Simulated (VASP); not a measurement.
# Hf in VASP: a series of runs

Hf is run at these levels: PBEsol; tasks: single point.

All numbers are computed with VASP 6.6.1; they aren't measurements. Logs are shortened: lines on timing, memory, paths and dates and some standing lists are left out, and cuts for length are marked.

## 1. The cell of the first run

Symmetry: Im-3m, No. 229, cubic system. Conventional cell: a = 3.556 Å, b = 3.556 Å, c = 3.556 Å, α = 90.00°, β = 90.00°, γ = 90.00°. Within 4.1 Å of Hf (site symmetry m-3m) lie 14 Hf at 3.08 to 3.56 Å.

## 2. Single point, PBEsol (strain -0.015 along x and y, -0.015 along z)

File INCAR:

```
SYSTEM = Hf
ALGO = Normal
EDIFF = 1E-7
ENCUT = 520
GGA = PS
ISIF = 2
ISMEAR = 0
LASPH = .TRUE.
LCHARG = .TRUE.
LELF = .TRUE.
LREAL = .FALSE.
LVHAR = .TRUE.
LWAVE = .FALSE.
NBANDS = 11
NELM = 60
PREC = Accurate
SIGMA = 0.15
```

File KPOINTS:

```
k-points
0
G
  18 18 18
  0 0 0
```

File POSCAR:

```
Hf
1.0
   -1.7779250000      1.7779250000      1.7779250000
    1.7779250000     -1.7779250000      1.7779250000
    1.7779250000      1.7779250000     -1.7779250000
Hf
1
Direct
    0.0000000000      0.0000000000      0.0000000000
```

Potentials or basis: VASP PAW PBE potentials, release 64 (Hf_pv).

The run is started by

```sh
> cat potpaw_PBE.64/Hf_pv/POTCAR > POTCAR
> mpirun -np 1 vasp_std > vasp.out
```

OUTCAR:

```text
SYSTEM = Hf
   EDIFF = 1E-7
   ENCUT = 520
   GGA = PS
   ISIF = 2
   ISMEAR = 0
   LASPH = .TRUE.
   LREAL = .FALSE.
   NELM = 60
   PREC = Accurate

 ion  position               nearest neighbor table
   1  0.000  0.000  0.000-

  LATTYP: Found a body centered cubic cell.
 ALAT       =     3.5558500000

  Lattice vectors:

 A1 = (  -1.7779250000,   1.7779250000,   1.7779250000)
 A2 = (   1.7779250000,  -1.7779250000,   1.7779250000)
 A3 = (   1.7779250000,   1.7779250000,  -1.7779250000)

Analysis of symmetry for initial positions (statically):
=====================================================================
 Subroutine PRICEL returns:
 Original cell was already a primitive cell.

 Routine SETGRP: Setting up the symmetry group for a
 body centered cubic supercell.

 Subroutine GETGRP returns: Found 48 space group operations
 (whereof 48 operations were pure point group operations)
 out of a pool of 48 trial point group operations.

The static configuration has the point symmetry O_h .

Analysis of symmetry for dynamics (positions and initial velocities):
=====================================================================
 Subroutine PRICEL returns:
 Original cell was already a primitive cell.

 Routine SETGRP: Setting up the symmetry group for a
 body centered cubic supercell.

 Subroutine GETGRP returns: Found 48 space group operations
 (whereof 48 operations were pure point group operations)
 out of a pool of 48 trial point group operations.

The dynamic configuration has the point symmetry O_h .

 Subroutine INISYM returns: Found 48 space group operations
 (whereof 48 operations are pure point group operations),
 and found     1 'primitive' translations

----------------------------------------------------------------------------------------

                                     Primitive cell

  volume of cell :      22.4802

  direct lattice vectors                    reciprocal lattice vectors
    -1.777925000  1.777925000  1.777925000     0.000000000  0.281226711  0.281226711
     1.777925000 -1.777925000  1.777925000     0.281226711  0.000000000  0.281226711
     1.777925000  1.777925000 -1.777925000     0.281226711  0.281226711  0.000000000

  length of vectors
     3.079456432  3.079456432  3.079456432     0.397714629  0.397714629  0.397714629

  position of ions in fractional coordinates (direct lattice)
     0.000000000  0.000000000  0.000000000

  ion indices of the primitive-cell ions
   primitive index   ion index
                 1           1

----------------------------------------------------------------------------------------

 KPOINTS: k-points

Automatic generation of k-mesh.
 Grid dimensions read from file:
 generate k-points for:   18   18   18

 Generating k-lattice:

  Cartesian coordinates                     Fractional coordinates (reciprocal lattice)
     0.000000000  0.015623706  0.015623706     0.055555556  0.000000000  0.000000000
     0.015623706  0.000000000  0.015623706     0.000000000  0.055555556  0.000000000
     0.015623706  0.015623706  0.000000000     0.000000000  0.000000000  0.055555556

  Length of vectors
     0.022095257  0.022095257  0.022095257

  Shift w.r.t. Gamma in fractional coordinates (k-lattice)
     0.000000000  0.000000000  0.000000000

 Subroutine IBZKPT returns following result:
 ===========================================

 Found    195 irreducible k-points:

 Following reciprocal coordinates:
            Coordinates               Weight
  0.000000  0.000000  0.000000      1.000000
  0.055556  0.000000  0.000000     12.000000
  0.111111  0.000000  0.000000     12.000000
  0.166667  0.000000  0.000000     12.000000
  0.222222  0.000000  0.000000     12.000000
  0.277778  0.000000  0.000000     12.000000
[... 16 lines left out ...]
  0.333333  0.111111  0.000000     48.000000
  0.388889  0.111111  0.000000     48.000000
 [... further k-points ...]
   k-points           NKPTS =    195   k-points in BZ     NKDIM =    195   number of bands    NBANDS=     11
   number of dos      NEDOS =    301   number of ions     NIONS =      1
   total plane-waves  NPLWV =  13824
   dimension x,y,z NGX =    24 NGY =   24 NGZ =   24
   dimension x,y,z NGXF=    48 NGYF=   48 NGZF=   48
   ions per type =               1
   NGX,Y,Z   is equivalent  to a cutoff of  12.96, 12.96, 12.96 a.u.
   NGXF,Y,Z  is equivalent  to a cutoff of  25.91, 25.91, 25.91 a.u.
 SYSTEM =  Hf
   PREC   = accura    normal or accurate (medium, high low for compatibility)
   ISTART =      0    job   : 0-new  1-cont  2-samecut
   ICHARG =      2    charge: 1-file 2-atom 10-const
   ISPIN  =      1    spin polarized calculation?
   LNONCOLLINEAR =      F non collinear calculations
   LSORBIT =      F    spin-orbit coupling
   LASPH  =      T    aspherical Exc in radial PAW
   ENCUT  =  520.0 eV  38.22 Ry    6.18 a.u.   5.73  5.73  5.73*2*pi/ulx,y,z
   NELM   =     60;   NELMIN=  2; NELMDL= -5     # of ELM steps
   EDIFF  = 0.1E-06   stopping-criterion for ELM
   LREAL  =      F    real-space projection
   EDIFFG = 0.1E-05   stopping-criterion for IOM
   NSW    =      0    number of steps for IOM
   IBRION =     -1    ionic relax: 0-MD 1-quasi-New 2-CG
   NFREE  =      0    steps in history (QN), initial steepest desc. (CG)
   ISIF   =      2    stress and relaxation
   ISYM   =      2    0-nonsym 1-usesym 2-fastsym
   POTIM  = 0.5000    time-step for ionic-motion
   TEBEG  =    0.0;   TEEND  =   0.0 temperature during run
   PSTRESS=    0.0 pullay stress
   NELECT =      10.0000    total number of electrons
   NUPDOWN=      -1.0000    fix difference up-down
   EMIN   =  10.00;   EMAX   =-10.00  energy-range for DOS
   EFERMI =   0.00;   METHOD = LEGACY
   ISMEAR =     0;   SIGMA  =   0.15  broadening in eV -4-tet -1-fermi 0-gaus
   EFERMI_NEDOS =   21; number of points for ismear=-14 and -15
   IALGO  =     38    algorithm
   IMIX   =      4    mixing-type and parameters
     AMIX     =   0.40;   BMIX     =  1.00
     AMIX_MAG =   1.60;   BMIX_MAG =  1.00
  volume/ion in A,a.u.               =      22.48       151.70
  Fermi-wavevector in a.u.,A,eV,Ry     =   1.249707  2.361603 21.249124  1.561767
  Thomas-Fermi vector in A             =   2.383735
   LORBIT       =      0    0 simple, 1 ext, 2 COOP (PROOUT), +10 PAW based schemes
   GGA     = PS    functional components
   LHFCALC =     F    Hartree Fock is set to
   AEXX    =    0.0000 exact exchange contribution
   IVDW    =     0    specifies the selected vdW correction
   LEPSILON=     F    determine dielectric tensor
   LRPA    =     F    only Hartree local field effects (RPA)
 non-spin polarized calculation
 Gauss-broadening in eV      SIGMA  =   0.15
  energy-cutoff  :      520.00
  volume of cell :       22.48
 maximum number of plane-waves:       622
   NGX = 11   NGY = 11   NGZ = 11

 number of electron      10.0000002 magnetization

 Free energy of the ion-electron system (eV)
  ---------------------------------------------------
  ext. energy  EPLUGINS =         0.00000000
  ---------------------------------------------------
  free energy    TOTEN  =       -10.32143007 eV

  energy without entropy =      -10.29972928  energy(sigma->0) =      -10.31057967

 E-fermi :   4.3804     XC(G=0): -11.3687

 val. band max:        4.3783926788   @ k =  -0.4444   0.5000   0.1111
 cond. band min:       4.3821040121   @ k =   0.3333   0.2222  -0.0000
 fundamental gap:      0.0037113333
 Fermi energy:         4.3804432289

 k-point     1 :       0.0000    0.0000    0.0000
  band No.  band energies     occupation
      1     -25.4160      2.00000
      2     -25.4160      2.00000
      3     -25.4160      2.00000
      4      -2.6436      2.00000
      5       5.8900      0.00000
      6       5.8900      0.00000
      7       5.8900      0.00000
      8       8.6700      0.00000
      9       8.6700      0.00000
     10      17.6211      0.00000
     11      17.6814      0.00000

 k-point     2 :       0.0556    0.0000    0.0000
  band No.  band energies     occupation
      1     -25.4422      2.00000
      2     -25.4242      2.00000
      3     -25.4161      2.00000
      4      -2.5293      2.00000
      5       5.8090      0.00000
      6       5.8606      0.00000
      7       6.0020      0.00000
      8       8.5351      0.00000
      9       8.6683      0.00000
     10      17.6117      0.00000
     11      17.7921      0.00000

 k-point     3 :       0.1111    0.0000    0.0000
  band No.  band energies     occupation
      1     -25.5170      2.00000
      2     -25.4476      2.00000
      3     -25.4164      2.00000
      4      -2.1960      2.00000
      5       5.5868      0.00000
      6       5.7404      0.00000
      7       6.3354      0.00000
      8       8.2580      0.00000
      9       8.6711      0.00000
     10      17.6110      0.00000
     11      18.0693      0.00000

 k-point     4 :       0.1667    0.0000    0.0000
  band No.  band energies     occupation
      1     -25.6297      2.00000
      2     -25.4833      2.00000
      3     -25.4168      2.00000
      4      -1.6724      2.00000
      5       5.2730      0.00000
      6       5.4754      0.00000
      7       6.8811      0.00000
      8       8.0759      0.00000
      9       8.6966      0.00000
     10      17.6090      0.00000
     11      18.3004      0.00000

 k-point     5 :       0.2222    0.0000    0.0000
  band No.  band energies     occupation
      1     -25.7649      2.00000
      2     -25.5268      2.00000
      3     -25.4174      2.00000
      4      -1.0115      2.00000
      5       4.9235      0.00000
      6       5.1072      0.00000
      7       7.6228      0.00000
      8       8.0945      0.00000
      9       8.7647      0.00000
     10      17.6037      0.00000
     11      18.0916      0.00000
[... 211 lines left out ...]
 k-point    21 :       0.2222    0.1111    0.0000
  band No.  band energies     occupation
      1     -25.9242      2.00000
      2     -25.5796      2.00000
      3     -25.4508      2.00000
      4      -0.0099      2.00000
      5       4.4793      0.35153
      6       4.6402      0.01433
      7       7.9265      0.00000
      8       8.9415      0.00000
      9       9.1988      0.00000
     10      17.1720      0.00000
     11      17.6338      0.00000

 k-point    22 :       0.2778    0.1111    0.0000
  band No.  band energies     occupation
      1     -26.0331      2.00000
      2     -25.6308      2.00000
      3     -25.4529      2.00000
      4       0.6419      2.00000
      5       4.2270      1.85210
      6       4.4957      0.27714
      7       8.1493      0.00000
      8       9.3020      0.00000
      9       9.9699      0.00000
     10      16.0737      0.00000
     11      17.3814      0.00000

 k-point    23 :       0.3333    0.1111    0.0000
  band No.  band energies     occupation
      1     -26.1198      2.00000
      2     -25.6731      2.00000
      3     -25.4543      2.00000
      4       1.0928      2.00000
      5       4.0573      1.99768
      6       4.6108      0.02988
      7       8.3406      0.00000
      8       9.3952      0.00000
      9      11.0138      0.00000
     10      15.0454      0.00000
     11      16.3969      0.00000

 k-point    24 :       0.3889    0.1111    0.0000
  band No.  band energies     occupation
      1     -26.1755      2.00000
      2     -25.7007      2.00000
      3     -25.4551      2.00000
      4       1.3034      2.00000
      5       3.9486      1.99995
      6       4.9190      0.00000
      7       8.3694      0.00000
      8       9.5341      0.00000
      9      11.9008      0.00000
     10      14.2109      0.00000
     11      15.7884      0.00000

 [... further k-points ...]

------------------------ aborting loop because EDIFF is reached ----------------------------------------

  FORCE on cell =-STRESS in cart. coord.  units (eV):
  Direction    XX          YY          ZZ          XY          YZ          ZX
  --------------------------------------------------------------------------------------
  -------------------------------------------------------------------------------------
  Total       -0.7883789     -0.7883789     -0.7883789      0.0000000     -0.0000000     -0.0000000
  in kB      -56.1882191    -56.1882191    -56.1882191      0.0000000     -0.0000000     -0.0000000
  external PRESSURE =     -56.1882191 kB  Pullay stress =       0.0000000 kB

 VOLUME and BASIS-vectors are now :
 -----------------------------------------------------------------------------
  energy-cutoff  :      520.00
  volume of cell :       22.48
      direct lattice vectors                 reciprocal lattice vectors
    -1.777925000  1.777925000  1.777925000     0.000000000  0.281226711  0.281226711
     1.777925000 -1.777925000  1.777925000     0.281226711  0.000000000  0.281226711
     1.777925000  1.777925000 -1.777925000     0.281226711  0.281226711  0.000000000

 POSITION                                       TOTAL-FORCE (eV/Angst)
 -----------------------------------------------------------------------------------
      0.00000      0.00000      0.00000         0.000000     -0.000000      0.000000
 -----------------------------------------------------------------------------------
    total drift:                               -0.000000      0.000000      0.000000

  FREE ENERGIE OF THE ION-ELECTRON SYSTEM (eV)
  ---------------------------------------------------
  free  energy   TOTEN  =       -10.3214300707 eV

  energy  without entropy=      -10.2997292755  energy(sigma->0) =      -10.31057967
```

It took 23 s on 1 thread of AMD EPYC 9R45 (Zen 5), shared host; peak memory 0.14 GiB.

Results:

- Free energy: -10.3214 eV
- Pressure: -5.6 GPa
- Band gap on the k mesh: zero (band 5 reaches 5.89 eV, above the bottom of band 6 at 3.66 eV)

Levels at points of the mesh, in eV from the Fermi level:
| k point | band 2 | band 3 | band 4 | band 5 | band 6 | band 7 | band 8 | band 9 |
| --- | --- | --- | --- | --- | --- | --- | --- | --- |
| (0.00, 0.00, 0.00) | -29.80 | -29.80 | -7.02 | 1.51 | 1.51 | 1.51 | 4.29 | 4.29 |
| (0.50, 0.00, 0.00) | -30.06 | -29.80 | -3.36 | -0.50 | 1.08 | 4.11 | 5.11 | 7.57 |
| (0.50, 0.50, 0.50) | -30.37 | -30.37 | -2.54 | -2.54 | 6.75 | 6.75 | 6.75 | 7.19 |

Caveat: the cell differs from its parent crystal (strain -0.015 along x and y, -0.015 along z); the PAW data sets were made with another functional, which shifts forces and pressure a little; spin-orbit coupling is left out, which moves the levels of the heavy elements.

## 3. Single point, PBEsol (strain +0.015 along x and y, +0.015 along z)

File INCAR:

```
PREC = Accurate
ENCUT = 520
EDIFF = 1E-6
ISMEAR = 0
SIGMA = 0.15
LREAL = F
LASPH = T
NELM = 80
ALGO = Fast
ISIF = 2
LWAVE = F
LCHARG = F
GGA = PS
NBANDS = 11
```

File KPOINTS:

```
Automatic mesh
0
Gamma
  18 18 18
```

File POSCAR:

```
Hf
1.0
   -1.8320750000      1.8320750000      1.8320750000
    1.8320750000     -1.8320750000      1.8320750000
    1.8320750000      1.8320750000     -1.8320750000
Hf
1
Direct
    0.0000000000      0.0000000000      0.0000000000
```

Potentials or basis: VASP PAW PBE potentials, release 64 (Hf_pv).

The run is started by

```sh
> cat potpaw_PBE.64/Hf_pv/POTCAR > POTCAR
> mpirun -np 1 vasp_std > vasp.out
```

Run time: 29 s. Hardware: 1 thread of AMD EPYC 9R45 (Zen 5), shared host; peak memory 0.15 GiB.

Results (log left out):

* Free energy: -10.1995 eV
* Pressure: -12.3 GPa
* Band gap on the k mesh: zero (band 5 reaches 5.23 eV, above the bottom of band 6 at 3.13 eV)

Levels at points of the mesh, in eV from the Fermi level:
```csv
k point,band 2,band 3,band 4,band 5,band 6,band 7,band 8,band 9
"(0.00, 0.00, 0.00)",-30.17,-30.17,-6.74,1.42,1.42,1.42,3.94,3.94
"(0.50, 0.00, 0.00)",-30.36,-30.17,-3.12,-0.37,0.77,3.72,4.63,6.78
"(0.50, 0.50, 0.50)",-30.59,-30.59,-2.20,-2.20,6.07,6.07,6.07,6.51
```

Caveat: the cell differs from its parent crystal (strain +0.015 along x and y, +0.015 along z); the PAW data sets were made with another functional, which shifts forces and pressure a little; spin-orbit coupling is left out, which moves the levels of the heavy elements.

## 4. Single point, PBEsol (strain +0.030 along x and y, +0.030 along z)

File INCAR:

```
SYSTEM = Hf
PREC = Accurate
ENCUT = 520
EDIFF = 1E-6
ISMEAR = 0
SIGMA = 0.15
LREAL = .False.
LASPH = .True.
NELM = 60
ALGO = Fast
ISIF = 2
LWAVE = .False.
LCHARG = .False.
GGA = PS
NBANDS = 11
```

File KPOINTS:

```
regular mesh
0
Gamma
  18 18 18
  0 0 0
```

File POSCAR:

```
Hf
1.0
   -1.8591500000      1.8591500000      1.8591500000
    1.8591500000     -1.8591500000      1.8591500000
    1.8591500000      1.8591500000     -1.8591500000
Hf
1
Direct
    0.0000000000      0.0000000000      0.0000000000
```

The run is started by

```sh
> cat potpaw_PBE.64/Hf_pv/POTCAR > POTCAR
> mpirun -np 1 vasp_std > vasp.out
```

Wall time 32 s (1 thread of AMD EPYC 9R45 (Zen 5), shared host); peak memory 0.15 GiB.

It converged, with:

| Property | Result |
| --- | --- |
| Free energy | -10.1050 eV |
| Pressure | -14.9 GPa |
| Band gap on the k mesh | zero (band 5 reaches 4.92 eV, above the bottom of band 6 at 2.89 eV) |

Levels at points of the mesh, in eV from the Fermi level:
```tsv
k point	band 1	band 2	band 3	band 4	band 5	band 6	band 7	band 8	band 9	band 10
(0.00, 0.00, 0.00)	-30.34	-30.34	-30.34	-6.59	1.37	1.37	1.37	3.77	3.77	12.66
(0.50, 0.00, 0.00)	-30.85	-30.51	-30.34	-3.01	-0.32	0.65	3.53	4.40	6.42	8.35
(0.50, 0.50, 0.50)	-30.71	-30.71	-30.71	-2.04	-2.04	5.76	5.76	5.76	6.20	6.20
```

Caveat: the cell differs from its parent crystal (strain +0.030 along x and y, +0.030 along z); the PAW data sets were made with another functional, which shifts forces and pressure a little; spin-orbit coupling is left out, which moves the levels of the heavy elements.

## 5. Single point, PBEsol (strain -0.030 along x and y, +0.000 along z)

File INCAR:

```
PREC = Accurate
ENCUT = 520
EDIFF = 1E-7
ISMEAR = 0
SIGMA = 0.15
LREAL = F
LASPH = T
NELM = 80
ALGO = Normal
ISIF = 2
LWAVE = F
LCHARG = T
GGA = PS
LELF = T
LVHAR = T
NBANDS = 11
```

File KPOINTS:

```
Automatic mesh
0
Gamma
  18 18 18
```

File POSCAR:

```
Hf
1.0
   -1.7508500000      1.7508500000      1.8050000000
    1.7508500000     -1.7508500000      1.8050000000
    1.7508500000      1.7508500000     -1.8050000000
Hf
1
Direct
    0.0000000000      0.0000000000      0.0000000000
```

The run is started by

```sh
> cat potpaw_PBE.64/Hf_pv/POTCAR > POTCAR
> mpirun -np 1 vasp_std > vasp.out
```

Run time: 54 s. Hardware: 1 thread of AMD EPYC 9R45 (Zen 5), shared host; peak memory 0.2 GiB.

Results (log left out):

```
Free energy            : -10.3338 eV
Pressure               : -4.2 GPa
Band gap on the k mesh : zero (band 5 reaches 5.93 eV, above the bottom of band 6 at 3.79 eV)
```

Stress tensor (GPa, compression positive):
```
-4.57  0.00  0.00
 0.00 -4.57  0.00
 0.00  0.00 -3.38
```

Levels at points of the mesh, in eV from the Fermi level:
| k point | band 3 | band 4 | band 5 | band 6 | band 7 | band 8 |
| --- | --- | --- | --- | --- | --- | --- |
| (0.00, 0.00, 0.00) | -29.74 | -7.08 | 1.42 | 1.42 | 1.75 | 4.11 |
| (0.50, 0.00, 0.00) | -29.74 | -3.43 | -0.40 | 1.08 | 3.97 | 5.17 |
| (0.50, 0.50, 0.00) | -29.75 | -3.38 | -0.75 | 1.26 | 4.47 | 5.35 |
| (0.50, 0.50, 0.50) | -30.32 | -2.66 | -2.57 | 6.80 | 6.85 | 6.91 |

Caveat: the cell differs from its parent crystal (strain -0.030 along x and y, +0.000 along z); the PAW data sets were made with another functional, which shifts forces and pressure a little; spin-orbit coupling is left out, which moves the levels of the heavy elements.

(Continued in part 2 of 2.)
